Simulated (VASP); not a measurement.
**Pt: single point with PBE**

Pt:

```
Pt
1.0
     0.00000    1.98521    1.98521
     1.98521    0.00000    1.98521
     1.98521    1.98521    0.00000
Pt
1
Cartesian
  0.0000 0.0000 0.0000
```

* Program: VASP 6.6.1
* Task: single point
* Functional: PBE
* Potentials or basis: VASP PAW PBE potentials, release 64 (Pt)
* Cutoff: 520 eV
* k mesh: 18 × 18 × 18
* Occupations: gaussian, width 0.05 eV
* Spin: no spin polarisation

```json
{
 "Pressure": "-0.6 GPa",
 "Band gap on the k mesh": "zero (band 5 reaches 11.03 eV, above the bottom of band 6 at 8.93 eV)"
}
```

Levels at points of the mesh, in eV from the Fermi level:
```csv
k point,band 1,band 2,band 3,band 4,band 5,band 6,band 7,band 8,band 9,band 10
"(0.00, 0.00, 0.00)",-9.81,-3.57,-3.57,-3.57,-1.54,-1.54,14.73,19.49,19.49,19.49
"(0.50, 0.00, 0.00)",-6.95,-3.63,-3.63,-0.32,0.03,0.03,5.56,14.29,18.72,18.72
"(0.50, 0.50, 0.00)",-6.68,-6.24,-0.01,0.45,0.45,1.85,8.48,11.28,11.28,19.70
```

Run time: 25 s on 1 thread of Intel Xeon 6975P-C (shared host), peak memory 0.17 GiB.

Caveat: spin-orbit coupling is left out, which moves the levels of the heavy elements.
